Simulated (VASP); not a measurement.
# MgS in VASP: settings compared, part 2 of 2

VASP 6.6.1.

### 3 Single point, r2SCAN (biaxial xy strain +0.5%)

File POSCAR:

```
MgS
1.0
    0.0000000000      2.6132247677      2.6015179370
    2.6132247677      0.0000000000      2.6015179370
    2.6132247677      2.6132247677      0.0000000000
Mg S
1 1
Direct
    0.0000000000      0.0000000000      0.0000000000
    0.5000000000      0.5000000000      0.5000000000
```

File INCAR.step1:

```
PREC = Accurate
ENCUT = 520
ISMEAR = 0
SIGMA = 0.01
LREAL = False
LASPH = True
NELM = 100
NBANDS = 11
GGA = PE
ALGO = Normal
EDIFF = 1E-4
LWAVE = True
LCHARG = False
```

File INCAR.step2:

```
PREC = Accurate
ENCUT = 520
EDIFF = 1E-6
ISMEAR = 0
SIGMA = 0.01
LREAL = False
LASPH = True
NELM = 100
ALGO = Normal
ISIF = 2
LWAVE = False
LCHARG = False
METAGGA = R2SCAN
LMIXTAU = True
NBANDS = 11
ISTART = 1
```

File KPOINTS:

```
regular mesh
0
Gamma
  8 8 8
```

Potentials or basis: VASP PAW PBE potentials, release 64 (Mg, S).

Run with:

```
$ cat potpaw_PBE.64/Mg/POTCAR potpaw_PBE.64/S/POTCAR > POTCAR
$ cp INCAR.step1 INCAR
$ mpirun -np 1 vasp_std > vasp.out
$ cp INCAR.step2 INCAR
$ mpirun -np 1 vasp_std > vasp.out
```

OUTCAR:

```text
PREC = Accurate
   ENCUT = 520
   EDIFF = 1E-6
   ISMEAR = 0
   LREAL = False
   LASPH = True
   NELM = 100
   ISIF = 2
   METAGGA = R2SCAN
   ISTART = 1

 ion  position               nearest neighbor table
   1  0.000  0.000  0.000-   2 2.60   2 2.60   2 2.61   2 2.61   2 2.61   2 2.61
   2  0.500  0.500  0.500-   1 2.60   1 2.60   1 2.61   1 2.61   1 2.61   1 2.61

  LATTYP: Found a body centered tetragonal cell.
 ALAT       =     3.6956579080
 C/A-ratio  =     1.4078781109

  Lattice vectors:

 A1 = (   0.0000000000,  -2.6132247677,  -2.6015179370)
 A2 = (   0.0000000000,   2.6132247677,  -2.6015179370)
 A3 = (   2.6132247677,   0.0000000000,   2.6015179370)

Analysis of symmetry for initial positions (statically):
=====================================================================
 Subroutine PRICEL returns:
 Original cell was already a primitive cell.

 Routine SETGRP: Setting up the symmetry group for a
 body centered tetragonal supercell.

 Subroutine GETGRP returns: Found 16 space group operations
 (whereof 16 operations were pure point group operations)
 out of a pool of 16 trial point group operations.

The static configuration has the point symmetry D_4h.

Analysis of symmetry for dynamics (positions and initial velocities):
=====================================================================
 Subroutine PRICEL returns:
 Original cell was already a primitive cell.

 Routine SETGRP: Setting up the symmetry group for a
 body centered tetragonal supercell.

 Subroutine GETGRP returns: Found 16 space group operations
 (whereof 16 operations were pure point group operations)
 out of a pool of 16 trial point group operations.

The dynamic configuration has the point symmetry D_4h.

 Subroutine INISYM returns: Found 16 space group operations
 (whereof 16 operations are pure point group operations),
 and found     1 'primitive' translations

----------------------------------------------------------------------------------------

[... 119 lines left out ...]
   AEXX    =    0.0000 exact exchange contribution
   IVDW    =     0    specifies the selected vdW correction
   LEPSILON=     F    determine dielectric tensor
   LRPA    =     F    only Hartree local field effects (RPA)
 non-spin polarized calculation
 Gauss-broadening in eV      SIGMA  =   0.01
  energy-cutoff  :      520.00
  volume of cell :       35.53
 maximum number of plane-waves:       982
   NGX = 13   NGY = 13   NGZ = 13

 number of electron       8.0000000 magnetization

 Free energy of the ion-electron system (eV)
  ---------------------------------------------------
  ext. energy  EPLUGINS =         0.00000000
  ---------------------------------------------------
  free energy    TOTEN  =       -15.50881180 eV

  energy without entropy =      -15.50881180  energy(sigma->0) =      -15.50881180

 E-fermi :   3.5586     XC(G=0): -10.0509

 val. band max:        3.4213369382   @ k =   0.0000   0.0000   0.0000
 cond. band min:       6.8130615529   @ k =   0.5000   0.5000   0.0000
 fundamental gap:      3.3917246148
 Fermi energy:         3.5586086640

 k-point     1 :       0.0000    0.0000    0.0000
  band No.  band energies     occupation
      1      -9.7169      2.00000
      2       3.4014      2.00000
      3       3.4213      2.00000
      4       3.4213      2.00000
      5       7.9556      0.00000
      6      11.9357      0.00000
      7      11.9357      0.00000
      8      11.9836      0.00000
      9      14.3143      0.00000
     10      14.3769      0.00000
     11      16.9332      0.00000
[... 309 lines left out ...]
 k-point    24 :       0.3750    0.0000    0.1250
  band No.  band energies     occupation
      1      -8.7135      2.00000
      2      -0.3191      2.00000
      3       2.4994      2.00000
      4       2.6132      2.00000
      5       9.3568      0.00000
      6      10.6588      0.00000
      7      12.1048      0.00000
      8      12.4666      0.00000
      9      15.6745      0.00000
     10      16.9437      0.00000
     11      17.3516      0.00000

 [... further k-points ...]

------------------------ aborting loop because EDIFF is reached ----------------------------------------

  FORCE on cell =-STRESS in cart. coord.  units (eV):
  Direction    XX          YY          ZZ          XY          YZ          ZX
  --------------------------------------------------------------------------------------
  -------------------------------------------------------------------------------------
  Total       -0.2907291     -0.2907291     -0.1904285      0.0000000     -0.0000000      0.0000000
  in kB      -13.1095786    -13.1095786     -8.5868161      0.0000000     -0.0000000      0.0000000
  external PRESSURE =     -11.6019911 kB  Pullay stress =       0.0000000 kB

 VOLUME and BASIS-vectors are now :
 -----------------------------------------------------------------------------
  energy-cutoff  :      520.00
  volume of cell :       35.53
      direct lattice vectors                 reciprocal lattice vectors
     0.000000000  2.613224768  2.601517937    -0.191334479  0.191334479  0.192195484
     2.613224768  0.000000000  2.601517937     0.191334479 -0.191334479  0.192195484
     2.613224768  2.613224768  0.000000000     0.191334479  0.191334479 -0.192195484

 POSITION                                       TOTAL-FORCE (eV/Angst)
 -----------------------------------------------------------------------------------
      0.00000      0.00000      0.00000         0.000000     -0.000000     -0.000000
      2.61322      2.61322      2.60152        -0.000000      0.000000      0.000000
 -----------------------------------------------------------------------------------
    total drift:                                0.000000      0.000000      0.000000

  FREE ENERGIE OF THE ION-ELECTRON SYSTEM (eV)
  ---------------------------------------------------
  free  energy   TOTEN  =       -15.5088118047 eV

  energy  without entropy=      -15.5088118047  energy(sigma->0) =      -15.50881180
```

OUTCAR.step1:

```text
PREC = Accurate
   ENCUT = 520
   ISMEAR = 0
   LREAL = False
   LASPH = True
[... 558 lines left out ...]
      0.00000      0.00000      0.00000         0.000000      0.000000     -0.000000
      2.61322      2.61322      2.60152        -0.000000     -0.000000      0.000000
 -----------------------------------------------------------------------------------
    total drift:                                0.000000      0.000000      0.000000

  FREE ENERGIE OF THE ION-ELECTRON SYSTEM (eV)
  ---------------------------------------------------
  free  energy   TOTEN  =        -8.5028093337 eV

  energy  without entropy=       -8.5028093337  energy(sigma->0) =       -8.50280933
```

Wall time 68 s (1 thread of Intel Xeon Platinum 8488C (Sapphire Rapids), shared host); peak memory 0.17 GiB.

What came out:

- Free energy: -15.5088 eV
- Pressure: -1.2 GPa
- Band gap on the k mesh: 3.39 eV (least direct gap 4.53 eV)

Caveat: the cell differs from its parent crystal (biaxial xy strain +0.5%); the PAW data sets were made with another functional, which shifts forces and pressure a little.
